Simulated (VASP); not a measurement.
# MgS (ae) (Immm) in VASP: single point with PBEsol

Aim: the single point of MgS (ae) with PBEsol.

Program: VASP 6.6.1. These are calculated values, not measurements. Logs are shortened: lines on timing, memory, paths and dates and some standing lists are left out, and cuts for length are marked.

## 1. The cell of the first run

Symmetry: Immm, No. 71, orthorhombic system. The conventional cell has a = 3.628 Å, b = 3.673 Å, c = 5.193 Å, α = 90.00°, β = 90.00°, γ = 90.00°. Mg (site symmetry mmm) has 6 S at 2.58 to 2.60 Å within 3.4 Å. S (site symmetry mmm) has 6 Mg at 2.58 to 2.60 Å within 3.4 Å.

## 2. Single point, PBEsol

INCAR

```
  ALGO = Normal
  EDIFF = 1E-6
  ENCUT = 600
  GGA = PS
  GGA_COMPAT = F
  ISIF = 2
  ISMEAR = 0
  LASPH = T
  LCHARG = F
  LREAL = F
  LWAVE = F
  NBANDS = 11
  NELM = 120
  PREC = Accurate
  SIGMA = 0.01
```

KPOINTS

```
k-points
0
Gamma
  6 6 6
```

POSCAR

```
MgS
1.0
   -0.0159616870      2.5812596265      2.5965822274
    2.5812596265     -0.0159616870      2.5965822274
    2.5652979395      2.5652979395      0.0000000000
Mg S
1 1
Direct
    0.0000000000      0.0000000000      0.0000000000
    0.5000000000      0.5000000000      0.5000000000
```

Potentials or basis: VASP PAW PBE potentials, release 64 (Mg, S).

Run with:

```bash
$ cat potpaw_PBE.64/Mg/POTCAR potpaw_PBE.64/S/POTCAR > POTCAR
$ mpirun -np 1 vasp_std > vasp.out
```

OUTCAR:

```text
EDIFF = 1E-6
   ENCUT = 600
   GGA = PS
   ISIF = 2
   ISMEAR = 0
   LASPH = T
   LREAL = F
   NELM = 120
   PREC = Accurate

 ion  position               nearest neighbor table
   1  0.000  0.000  0.000-   2 2.58   2 2.58   2 2.58   2 2.58   2 2.60   2 2.60
   2  0.500  0.500  0.500-   1 2.58   1 2.58   1 2.58   1 2.58   1 2.60   1 2.60

  LATTYP: Found a body centered orthorhombic cell.
 ALAT       =     3.6278791376
 B/A-ratio  =     1.0124443144
 C/A-ratio  =     1.4314601611

  Lattice vectors:

 A1 = (   0.0159616870,  -2.5812596265,  -2.5965822274)
 A2 = (  -0.0159616870,   2.5812596265,  -2.5965822274)
 A3 = (   2.5812596265,  -0.0159616870,   2.5965822274)

Analysis of symmetry for initial positions (statically):
=====================================================================
 Subroutine PRICEL returns:
 Original cell was already a primitive cell.

 Routine SETGRP: Setting up the symmetry group for a
 body centered orthorhombic supercell.

 Subroutine GETGRP returns: Found  8 space group operations
 (whereof  8 operations were pure point group operations)
 out of a pool of  8 trial point group operations.

The static configuration has the point symmetry D_2h.

Analysis of symmetry for dynamics (positions and initial velocities):
=====================================================================
 Subroutine PRICEL returns:
 Original cell was already a primitive cell.

 Routine SETGRP: Setting up the symmetry group for a
 body centered orthorhombic supercell.

 Subroutine GETGRP returns: Found  8 space group operations
 (whereof  8 operations were pure point group operations)
 out of a pool of  8 trial point group operations.

The dynamic configuration has the point symmetry D_2h.

 Subroutine INISYM returns: Found  8 space group operations
 (whereof  8 operations are pure point group operations),
 and found     1 'primitive' translations

----------------------------------------------------------------------------------------

                                     Primitive cell

  volume of cell :      34.6002

  direct lattice vectors                    reciprocal lattice vectors
    -0.015961687  2.581259627  2.596582227    -0.192513436  0.192513436  0.192560819
     2.581259627 -0.015961687  2.596582227     0.192513436 -0.192513436  0.192560819
     2.565297940  2.565297940  0.000000000     0.194909134  0.194909134 -0.192560819

  length of vectors
     3.661337911  3.661337911  3.627879138     0.333470411  0.333470411  0.336242190

[... 89 lines left out ...]
   TEBEG  =    0.0;   TEEND  =   0.0 temperature during run
   PSTRESS=    0.0 pullay stress
   NELECT =       8.0000    total number of electrons
   NUPDOWN=      -1.0000    fix difference up-down
   EMIN   =  10.00;   EMAX   =-10.00  energy-range for DOS
   EFERMI =   0.00;   METHOD = LEGACY
   ISMEAR =     0;   SIGMA  =   0.01  broadening in eV -4-tet -1-fermi 0-gaus
   EFERMI_NEDOS =   21; number of points for ismear=-14 and -15
   IALGO  =     38    algorithm
   IMIX   =      4    mixing-type and parameters
     AMIX     =   0.40;   BMIX     =  1.00
     AMIX_MAG =   1.60;   BMIX_MAG =  1.00
  volume/ion in A,a.u.               =      17.30       116.75
  Fermi-wavevector in a.u.,A,eV,Ry     =   1.004797  1.898792 13.736687  1.009618
  Thomas-Fermi vector in A             =   2.137436
   LORBIT       =      0    0 simple, 1 ext, 2 COOP (PROOUT), +10 PAW based schemes
   GGA     = PS    functional components
   LHFCALC =     F    Hartree Fock is set to
   AEXX    =    0.0000 exact exchange contribution
   IVDW    =     0    specifies the selected vdW correction
   LEPSILON=     F    determine dielectric tensor
   LRPA    =     F    only Hartree local field effects (RPA)
 non-spin polarized calculation
 Gauss-broadening in eV      SIGMA  =   0.01
  energy-cutoff  :      600.00
  volume of cell :       34.60
 maximum number of plane-waves:      1175
 NGX is ok and might be reduce to    30
   NGX = 15   NGY = 15   NGZ = 15

 number of electron       8.0000000 magnetization

 Free energy of the ion-electron system (eV)
  ---------------------------------------------------
  ext. energy  EPLUGINS =         0.00000000
  ---------------------------------------------------
  free energy    TOTEN  =        -9.07119224 eV

  energy without entropy =       -9.07119224  energy(sigma->0) =       -9.07119224

 E-fermi :   3.9924     XC(G=0):  -9.9095

 val. band max:        3.8882796784   @ k =   0.0000   0.0000   0.0000
 cond. band min:       6.5659493008   @ k =   0.5000   0.0000   0.5000
 fundamental gap:      2.6776696224
 Fermi energy:         3.9924227252

 k-point     1 :       0.0000    0.0000    0.0000
  band No.  band energies     occupation
      1      -8.9482      2.00000
      2       3.7718      2.00000
      3       3.8544      2.00000
      4       3.8883      2.00000
      5       7.5668      0.00000
      6      11.5929      0.00000
      7      11.6402      0.00000
      8      11.8071      0.00000
      9      14.1245      0.00000
     10      14.2105      0.00000
     11      16.1684      0.00000
[... 309 lines left out ...]
 k-point    24 :       0.5000    0.5000    0.1667
  band No.  band energies     occupation
      1      -7.3069      2.00000
      2      -0.2079      2.00000
      3       1.4688      2.00000
      4       2.2636      2.00000
      5       7.4342      0.00000
      6       9.4511      0.00000
      7      13.8571      0.00000
      8      14.1035      0.00000
      9      16.7531      0.00000
     10      18.6322      0.00000
     11      19.9565      0.00000

 [... further k-points ...]

------------------------ aborting loop because EDIFF is reached ----------------------------------------

  FORCE on cell =-STRESS in cart. coord.  units (eV):
  Direction    XX          YY          ZZ          XY          YZ          ZX
  --------------------------------------------------------------------------------------
  -------------------------------------------------------------------------------------
  Total        0.1085617      0.1085617     -0.0393846      0.1474715      0.0000000      0.0000000
  in kB        5.0269942      5.0269942     -1.8237207      6.8287303      0.0000000      0.0000000
  external PRESSURE =       2.7434226 kB  Pullay stress =       0.0000000 kB

 VOLUME and BASIS-vectors are now :
 -----------------------------------------------------------------------------
  energy-cutoff  :      600.00
  volume of cell :       34.60
      direct lattice vectors                 reciprocal lattice vectors
    -0.015961687  2.581259627  2.596582227    -0.192513436  0.192513436  0.192560819
     2.581259627 -0.015961687  2.596582227     0.192513436 -0.192513436  0.192560819
     2.565297940  2.565297940  0.000000000     0.194909134  0.194909134 -0.192560819

 POSITION                                       TOTAL-FORCE (eV/Angst)
 -----------------------------------------------------------------------------------
      0.00000      0.00000      0.00000        -0.000000      0.000000      0.000000
      2.56530      2.56530      2.59658         0.000000     -0.000000     -0.000000
 -----------------------------------------------------------------------------------
    total drift:                               -0.000000     -0.000000      0.000000

  FREE ENERGIE OF THE ION-ELECTRON SYSTEM (eV)
  ---------------------------------------------------
  free  energy   TOTEN  =        -9.0711922407 eV

  energy  without entropy=       -9.0711922407  energy(sigma->0) =       -9.07119224
```

OSZICAR:

```text
N       E                     dE             d eps       ncg     rms          rms(c)
DAV:   1     0.227163323131E+02    0.22716E+02   -0.38291E+03  1052   0.661E+02
DAV:   2    -0.791488343186E+01   -0.30631E+02   -0.28967E+02  1260   0.105E+02
DAV:   3    -0.942896397922E+01   -0.15141E+01   -0.15118E+01  1313   0.245E+01
DAV:   4    -0.943793020305E+01   -0.89662E-02   -0.89653E-02  1218   0.220E+00
DAV:   5    -0.943800296488E+01   -0.72762E-04   -0.72761E-04  1257   0.196E-01    0.418E+00
DAV:   6    -0.911505161221E+01    0.32295E+00   -0.66988E-01  1132   0.321E+00    0.315E+00
DAV:   7    -0.907392575108E+01    0.41126E-01   -0.18308E-01  1213   0.182E+00    0.195E+00
DAV:   8    -0.907140815756E+01    0.25176E-02   -0.10097E-02  1135   0.583E-01    0.757E-01
DAV:   9    -0.907119980224E+01    0.20836E-03   -0.48005E-04  1207   0.124E-01    0.319E-01
DAV:  10    -0.907119166356E+01    0.81387E-05   -0.13690E-04  1184   0.525E-02    0.842E-03
DAV:  11    -0.907119224069E+01   -0.57714E-06   -0.16723E-06  1191   0.800E-03
   1 F= -.90711922E+01 E0= -.90711922E+01  d E =-.206240E-51
```

stdout:

```text
POSCAR found type information on POSCAR MgS
 POSCAR found :  2 types and       2 ions
 scaLAPACK will be used
 -----------------------------------------------------------------------------
|                                                                             |
|                                                                             |
|     You enforced a specific xc type in the INCAR file but a different       |
|     I HOPE YOU KNOW WHAT YOU ARE DOING!                                     |
|                                                                             |
 -----------------------------------------------------------------------------

 LDA part: xc-table for (Slater+PW92), standard interpolation
 POSCAR, INCAR and KPOINTS ok, starting setup
 FFT: planning ... GRIDC
 FFT: planning ... GRID_SOFT
 FFT: planning ... GRID
 WAVECAR not read
 entering main loop
```

It took 14 s on 1 thread of Intel Xeon 6975P-C, shared host; peak memory 0.18 GiB.

What came out:

```yaml
Free_energy: -9.0712 eV
Pressure: 0.3 GPa
Band_gap_on_the_k_mesh: 2.68 eV, indirect (least direct gap 3.68 eV)
```

Caveat: the PAW data sets were made with another functional, which shifts forces and pressure a little. As with any semilocal functional, this PBEsol gap is likely too small.
